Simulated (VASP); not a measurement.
Crystal: NaCl.

```
Na Cl
1.0
    -0.02532    3.06196    3.06196
     3.06196   -0.02532    3.06196
     3.06196    3.06196   -0.02532
Na Cl
1 1
Direct
  0.99902 0.99902 0.99902
  0.25098 0.25098 0.25098
```

This cell differs from its parent crystal: strain along [111] -1.2%.

Base run:

| Item | Value |
| --- | --- |
| Program | VASP 6.6.1 |
| Functional | r2SCAN |
| Potentials or basis | VASP PAW PBE potentials, release 64 (Na_pv, Cl) |
| Cutoff | 520 eV |
| k mesh | 8 × 8 × 8 |
| Occupations | gaussian, width 0.01 eV |
| Spin | no spin polarisation |

Its results: band gap on the k mesh 5.57 eV, direct; pressure 0.1 GPa.

Q: The run is repeated on the same cell with these changes: functional from r2SCAN to PBE; occupations from gaussian, width 0.01 eV to fermi-dirac, width 0.02 eV. What comes out?

A: Band gap on the k mesh 4.95 eV, direct; pressure 0.9 GPa.

Caveats: the PAW data sets were made with another functional, which shifts forces and pressure a little (some runs).

A k mesh can miss the band edges.
